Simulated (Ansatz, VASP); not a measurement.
## S: VASP beside Ansatz

INCAR

```
SYSTEM = S
  PREC = Accurate
  ENCUT = 520
  EDIFF = 1E-8
  ISMEAR = -1
  SIGMA = 0.05
  LREAL = .FALSE.
  LASPH = .TRUE.
  NELM = 100
  ALGO = Normal
  ISIF = 2
  LWAVE = .FALSE.
  LCHARG = .FALSE.
  LEFG = .TRUE.
  NBANDS = 13
```

File KPOINTS:

```
Automatic mesh
0
G
  12 12 12
  0 0 0
```

Contents of POSCAR:

```
S
1.0
    0.0000000000      2.8960981135      2.8960981135
    2.8960981135      0.0000000000      2.8960981135
    2.8960981135      2.8960981135      0.0000000000
S
2
Direct
    0.0000000000      0.0000000000      0.0000000000
    0.2500000000      0.2500000000      0.2500000000
```

Input for Ansatz:

```yaml
crystal:
  lattice:
    - [0.0, 2.8960981135, 2.8960981135]
    - [2.8960981135, 0.0, 2.8960981135]
    - [2.8960981135, 2.8960981135, 0.0]
  atoms:
    - { symbol: S, position: [0.0, 0.0, 0.0] }
    - { symbol: S, position: [0.25, 0.25, 0.25] }
kpoints:
  mp_grid: { grid: [12, 12, 12] }
  band_path:
    path:
      - [0.0, 0.0, 0.0]
      - [0.5, 0.0, 0.5]
      - [0.625, 0.25, 0.625]
      - [0.375, 0.375, 0.75]
      - [0.0, 0.0, 0.0]
      - [0.5, 0.5, 0.5]
      - [0.5, 0.25, 0.75]
      - [0.5, 0.0, 0.5]
    npoints: 5
scf:
  occupations: { method: fermi_dirac, width: 0.05 }
hamiltonian:
  xc: lda
  pseudopotentials: { kind: paw }
output:
  forces: true
  stress: true
  eigenvalues: true
  efg: { contact_densities: true }
```

Alike in both runs: task electric field gradients; functional LDA; k mesh 12 × 12 × 12; occupations fermi-dirac, width 0.05 eV; no spin polarisation.

|  | VASP | Ansatz |
| --- | --- | --- |
| version | VASP 6.6.1 | Ansatz 0.2.0 |
| potentials or method | VASP PAW LDA potentials, release 64 (S) | PAW with Ansatz's default frozen-core files, scalar-relativistic |
| plane-wave cutoff (eV) | 520 | 420 |
| valence electrons in the cell | 12 | 12 |

```tsv
	VASP	Ansatz	Ansatz less VASP
pressure (GPa)	-3.7	-3.7	0.00
```

LDA's correlation is that of Perdew and Zunger in VASP and of Perdew and Wang (1992) in Ansatz.
